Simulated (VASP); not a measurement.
**Co: single point with RPBE**

Crystal: Co.

```
CELL_PARAMETERS angstrom
0.00000 1.82306 1.82306
1.82306 0.00000 1.82306
1.82306 1.82306 0.00000
ATOMIC_POSITIONS crystal
Co 0.00000 0.00000 0.00000
```

This cell differs from its parent crystal: volume scaled by 1.08.

- Program: VASP 6.6.1
- Task: single point
- Functional: RPBE
- Potentials or basis: VASP PAW PBE potentials, release 64 (Co)
- Cutoff: 520 eV
- k mesh: 17 × 17 × 17
- Occupations: fermi-dirac, width 0.05 eV
- Spin: collinear spin, ferromagnetic start
- Starting moments: [1.772] μB

```yaml
Pressure: -12.4 GPa
Net_moment: 1.72 μB per cell
Site_moments: Co +1.76 μB
Valence_electrons_inside_the_program's_atomic_spheres: Co 8.08
```

Levels at points of the mesh, in eV from the Fermi level:
Spin up:
| k point | band 3 | band 4 | band 5 | band 6 | band 7 | band 8 |
| --- | --- | --- | --- | --- | --- | --- |
| (0.00, 0.00, 0.00) | -2.66 | -2.66 | -1.86 | -1.86 | 22.06 | 25.61 |
Spin down:
```csv
k point,band 1,band 2,band 3,band 4,band 5,band 6,band 7,band 8
"(0.00, 0.00, 0.00)",-8.45,-1.00,-1.00,-1.00,0.32,0.32,21.60,25.74
```

Wall time 41 s on 1 thread of Intel(R) Xeon(R) Platinum 8488C (Sapphire Rapids) (shared host), peak memory 0.16 GiB.

Caveat: the PAW data sets were made with another functional, which shifts forces and pressure a little.
